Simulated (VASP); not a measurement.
Set up this calculation in VASP 6.6.1, as the native input.

```yaml
Task: single point
Functional: r2SCAN
Potentials_or_basis: VASP PAW PBE potentials, release 64 (K_sv, Br)
Cutoff: 520 eV
k_mesh: 6 × 6 × 6
Occupations: gaussian, width 0.01 eV
Spin: no spin polarisation
Dipole_correction: no
Further_INCAR_settings: ALGO = Normal; EDIFF = 1e-07; NBANDS = 15
```

The system is KBr.

```
K Br
1.0
     0.00000    3.68830    3.68830
     3.68830    0.00000    3.68830
     3.68830    3.68830    0.00000
K Br
1 1
Cartesian
  0.0000 0.0000 0.0000
  1.8441 1.8441 1.8441
```

The input as run:

POSCAR

```
KBr
1.0
    0.0000000000      3.6882992921      3.6882992921
    3.6882992921      0.0000000000      3.6882992921
    3.6882992921      3.6882992921      0.0000000000
K Br
1 1
Direct
    0.0000000000      0.0000000000      0.0000000000
    0.2500000000      0.2500000000      0.2500000000
```

INCAR.step1

```
PREC     = Accurate       # precision mode
ENCUT    = 520            # plane-wave cutoff, eV
ISMEAR   = 0              # smearing method
SIGMA    = 0.01           # smearing width, eV
LREAL    = False          # projectors in reciprocal space
LASPH    = True           # aspherical terms in the spheres
NELM     = 80             # most SCF steps
NBANDS   = 15             # bands
GGA      = PE             # functional
ALGO     = Normal         # electronic algorithm
EDIFF    = 1E-4           # SCF threshold, eV
LWAVE    = True           # write WAVECAR
LCHARG   = False          # write CHGCAR
```

INCAR.step2

```
PREC     = Accurate       # precision mode
ENCUT    = 520            # plane-wave cutoff, eV
EDIFF    = 1E-7           # SCF threshold, eV
ISMEAR   = 0              # smearing method
SIGMA    = 0.01           # smearing width, eV
LREAL    = False          # projectors in reciprocal space
LASPH    = True           # aspherical terms in the spheres
NELM     = 80             # most SCF steps
ALGO     = Normal         # electronic algorithm
ISIF     = 2              # what is computed and relaxed
LWAVE    = False          # write WAVECAR
LCHARG   = True           # write CHGCAR
METAGGA  = R2SCAN         # meta-GGA
LMIXTAU  = True         
LELF     = True           # ELF
LVHAR    = True         
NBANDS   = 15             # bands
ISTART   = 1
```

KPOINTS

```
Automatic mesh
0
Gamma
  6 6 6
```

Potentials or basis: VASP PAW PBE potentials, release 64 (K_sv, Br).

The run is started by

```bash
$ cat potpaw_PBE.64/K_sv/POTCAR potpaw_PBE.64/Br/POTCAR > POTCAR
$ cp INCAR.step1 INCAR
$ mpirun -np 1 vasp_std > vasp.out
$ cp INCAR.step2 INCAR
$ mpirun -np 1 vasp_std > vasp.out
```

It gave:

```json
{
  "Pressure": "0.0 GPa",
  "Band gap on the k mesh": "4.84 eV (least direct gap 4.86 eV)"
}
```

Caveat: the structure was generated, so it needn't be the stable form of KBr; the PAW data sets were made with another functional, which shifts forces and pressure a little.

It took 3.3 min on 1 thread of Intel Xeon 8259CL, on a shared host, peak memory 0.27 GiB.
